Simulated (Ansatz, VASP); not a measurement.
# Two plane-wave programs on ZnRe

```
Zn Re
1.0
     2.74822    0.00000    0.00000
    -1.37411    2.38003    0.00000
     0.00000    0.00000    4.49407
Zn Re
1 1
Direct
  0.00000 0.00000 0.00000
  0.33333 0.66667 0.50000
```

Alike in both runs: task single point; functional PBEsol; k mesh 14 × 14 × 8; no spin polarisation.

```csv
,VASP,Ansatz
version,VASP 6.6.1,Ansatz 0.2.0
potentials or method,"VASP PAW PBE potentials, release 64 (Zn, Re_sv_GW), cutoff 500 eV","plane waves, PAW"
occupations,"fermi-dirac, width 0.1 eV",fermi-dirac
valence electrons in the cell,27,27
```

```csv
,VASP,Ansatz,Ansatz less VASP
pressure (GPa),-10.0,-9.1,+0.89
"traceless stress, the component that is largest in VASP (GPa)",-0.04,-0.29,-0.256
```

VASP's potentials were made for PBE, not for PBEsol.

Neither program's run includes spin-orbit coupling.
